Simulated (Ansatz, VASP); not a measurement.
## Ge in VASP and in Ansatz

File INCAR:

```
PREC = Accurate
ENCUT = 520
EDIFF = 1E-7
ISMEAR = -1
SIGMA = 0.05
LREAL = F
LASPH = T
NELM = 80
ALGO = Normal
ISIF = 2
LWAVE = F
LCHARG = T
GGA = PE
LELF = T
LVHAR = T
NBANDS = 21
```

File KPOINTS:

```
regular mesh
0
Gamma
  11 11 11
```

The input POSCAR:

```
Ge
1.0
    0.0000000000      2.9372003299      2.9372003299
    2.9372003299      0.0000000000      2.9372003299
    2.9372003299      2.9372003299      0.0000000000
Ge
2
Direct
    0.0000000000      0.0000000000      0.0000000000
    0.2500000000      0.2500000000      0.2500000000
```

Input for Ansatz:

```yaml
crystal:
  lattice:
    - [0.0, 2.9372003299, 2.9372003299]
    - [2.9372003299, 0.0, 2.9372003299]
    - [2.9372003299, 2.9372003299, 0.0]
  atoms:
    - { symbol: Ge, position: [0.0, 0.0, 0.0] }
    - { symbol: Ge, position: [0.25, 0.25, 0.25] }
kpoints:
  mp_grid: { grid: [11, 11, 11] }
scf:
  occupations: { method: fermi_dirac, width: 0.05 }
hamiltonian:
  xc: pbe
  pseudopotentials: { kind: all_electron, lapw: { basis_error: 0.00025 } }
output:
  forces: true
  stress: true
  eigenvalues: true
```

Change from the starting cell: volume scaled by 1.06.

Alike in both runs: task single point; functional PBE; k mesh 11 × 11 × 11; occupations fermi-dirac, width 0.05 eV; no spin polarisation.

|  | VASP | Ansatz |
| --- | --- | --- |
| version | VASP 6.6.1 | Ansatz 0.2.0 |
| potentials or method | VASP PAW PBE potentials, release 64 (Ge_d), cutoff 520 eV | all-electron LAPW, scalar-relativistic |

|  | VASP | Ansatz | Ansatz less VASP |
| --- | --- | --- | --- |
| pressure (GPa) | -3.0 | -3.0 | +0.04 |

Ansatz ran all-electron here, and VASP with PAW potentials.
